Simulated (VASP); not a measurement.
Crystal: W.

```
CELL_PARAMETERS angstrom
0.00000 1.99362 1.99362
1.99362 0.00000 1.99362
1.99362 1.99362 0.00000
ATOMIC_POSITIONS crystal
W 0.00000 0.00000 0.00000
```

```yaml
Program: VASP 6.6.1
Task: relaxation of cell and atoms
Functional: PBE
Potentials_or_basis: VASP PAW PBE potentials, release 64 (W_sv)
Cutoff: 600 eV
k_mesh: 14 × 14 × 14
Occupations: fermi-dirac, width 0.1 eV
Spin: no spin polarisation
```

At the start: pressure 12.3 GPa; volume 15.85 Å³/atom.

Task: How do energy, volume and symmetry change on relaxing?

Result: Over 4 steps the energy falls by 23.9 meV/atom and the volume is 16.49 Å³/atom (+4.1 %); space group Fm-3m (No. 225, to 0.05 Å).

The path:
```
step  energy change (eV)  largest force (eV/Å)  pressure (GPa)  volume (Å³)
   1              0.0000                0.0000           12.31        15.85
   2              0.2065                0.0000          -28.43        18.81
   3             -0.0238                0.0000           -0.63        16.53
   4             -0.0239                0.0000           -0.04        16.49
```

Final structure:
```xyz
1
Lattice="0.0000 2.0203 2.0203 2.0203 0.0000 2.0203 2.0203 2.0203 0.0000" Properties=species:S:1:pos:R:3 pbc="T T T"
W     0.0000    0.0000    0.0000
```
